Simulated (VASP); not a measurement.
H15NO6: single point with PBE+D3(BJ)

H15NO6:

```
CELL_PARAMETERS angstrom
6.02765 0.00000 0.00000
0.00000 6.02765 0.00000
0.00000 0.00000 6.02765
ATOMIC_POSITIONS crystal
O 0.25931 0.90284 0.33565
O 0.21216 0.33567 0.83528
O 0.32426 0.74792 0.73979
O 0.56583 0.47594 0.26116
O 0.81229 0.24846 0.96979
O 0.90518 0.86506 0.10138
H 0.36152 0.01564 0.28178
H 0.13261 0.91022 0.22901
H 0.21391 0.47493 0.76025
H 0.30264 0.24029 0.75200
H 0.48540 0.76496 0.77423
H 0.31228 0.77503 0.57946
H 0.57324 0.63139 0.29633
H 0.47184 0.46667 0.13226
H 0.76504 0.36885 0.06907
H 0.95994 0.28529 0.90089
H 0.85703 0.01233 0.04212
H 0.00170 0.81081 0.98329
H 0.73115 0.13063 0.66598
H 0.90015 0.00876 0.50949
H 0.70304 0.18208 0.40596
N 0.74170 0.05591 0.51056
```

| Quantity | Value |
| --- | --- |
| Program | VASP 6.6.1 |
| Task | single point |
| Functional | PBE |
| Dispersion | D3(BJ) |
| Potentials or basis | VASP PAW PBE potentials, release 64 (O, H, N) |
| Cutoff | 520 eV |
| k mesh | 1 × 1 × 1 |
| Occupations | fermi-dirac, width 0.05 eV |
| Spin | no spin polarisation |
| Dipole correction | no |
| Further INCAR settings | LREAL = Auto; ALGO = Normal; EDIFF = 1e-06; NBANDS = 45 |

* Pressure: 2.4 GPa
* Largest force: 2.441 eV/Å
* Band gap on the k mesh: 3.66 eV
* Dispersion energy per atom: -0.034 eV

Forces in eV/Å, atoms in the order of the input:
```
O    0.503  0.457 -0.313
O   -1.067 -0.408  1.599
O    1.056 -0.153  0.660
O    0.304 -0.671  0.116
O   -0.003  0.420 -0.665
O    0.489 -0.893 -0.445
H    0.223 -0.112  0.364
H   -0.525 -0.321  0.352
H    0.486  1.623 -0.464
H    0.979 -1.320 -1.039
H   -1.122 -0.058 -0.371
H    0.001  0.556 -0.388
H    0.103  0.785  0.161
H   -0.740  0.024 -0.414
H    0.094 -0.080  0.216
H   -0.244  0.086  0.376
H   -0.277  0.459  0.300
H   -0.043 -0.302 -0.221
H   -0.307 -0.306 -0.536
H    1.010 -0.118 -0.836
H    0.546  0.028 -0.380
N   -1.465  0.303  1.929
```

Stress tensor (GPa, compression positive):
```
 1.11 -0.82 -0.41
-0.82  4.10 -0.62
-0.41 -0.62  2.06
```

Levels at points of the mesh, in eV from the valence-band top:
```tsv
k point	band 24	band 25	band 26	band 27	band 28	band 29	band 30	band 31	band 32	band 33
(0.00, 0.00, 0.00)	-1.55	-1.45	-1.23	-1.11	0.00	3.66	6.83	7.49	7.63	7.90
```

Wall time 16 s on 1 thread of Intel(R) Xeon(R) 6975P-C (Granite Rapids) (shared host), peak memory 0.32 GiB.

Caveat: the k points lie up to 1.04 Å⁻¹ apart.
